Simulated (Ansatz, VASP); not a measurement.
# One calculation of ZrO2, two programs

```
Zr O
1.0
     0.00000    2.53500    2.53500
     2.53500    0.00000    2.53500
     2.53500    2.53500    0.00000
Zr O
1 2
Cartesian
  0.0000 0.0000 0.0000
  1.2675 1.2675 1.2675
  3.8025 3.8025 3.8025
```

Alike in both runs: task single point; functional PBE; k mesh 10 × 10 × 10; occupations gaussian, width 0.05 eV; no spin polarisation.

|  | VASP | Ansatz |
| --- | --- | --- |
| version | VASP 6.6.1 | Ansatz 0.2.0 |
| potentials or method | VASP PAW PBE potentials, release 64 (Zr_sv, O), cutoff 600 eV | scalar-relativistic, plane waves, PAW |
| valence electrons in the cell | 24 | 24 |

|  | VASP | Ansatz | Ansatz less VASP |
| --- | --- | --- | --- |
| gap on the k mesh at the Fermi level (eV) | 3.39 | 3.39 | +0.006 |
| pressure (GPa) | 6.9 | 6.8 | -0.09 |

The functional is the same, so the differences come from potentials, cutoffs and numerics.
